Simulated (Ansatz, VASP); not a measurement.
**Be4ZnSe: VASP beside Ansatz**

```
CELL_PARAMETERS angstrom
3.79554 0.00000 0.00000
-1.89777 3.28704 0.00000
0.00000 0.00000 6.54331
ATOMIC_POSITIONS crystal
Be 0.00000 0.00000 0.18898
Be 0.00000 0.00000 0.81102
Be 0.66667 0.33333 0.50000
Be 0.00000 0.00000 0.50000
Zn 0.33333 0.66667 0.50000
Se 0.33333 0.66667 0.00000
```

Alike in both runs: functional PBE; k mesh 6 × 6 × 2; occupations gaussian, width 0.2 eV; no spin polarisation.

Ansatz relaxed the structure, and its values are those at the end. VASP's run is a single point on that final structure, the one shown.

|  | VASP | Ansatz |
| --- | --- | --- |
| version | VASP 6.6.1 | Ansatz 0.2.0 |
| potentials or method | VASP PAW PBE potentials, release 64 (Be, Zn, Se), cutoff 600 eV | scalar-relativistic, plane waves, PAW |
| valence electrons in the cell | 26 | 36 |

```tsv
	VASP	Ansatz	Ansatz less VASP
gap on the k mesh at the Fermi level (eV)	none	none	-
pressure (GPa)	0.3	0.1	-0.14
rms of the force components (eV/Å)	0.010	0.009	-0.0009
```

A gap of «none» marks a metal or a gap that the smearing closes. VASP's potentials hold 26 valence electrons a cell and Ansatz's 36, so a difference there can come from the potentials and not from the codes.

The k mesh is coarse, so the values compare programs but aren't converged.
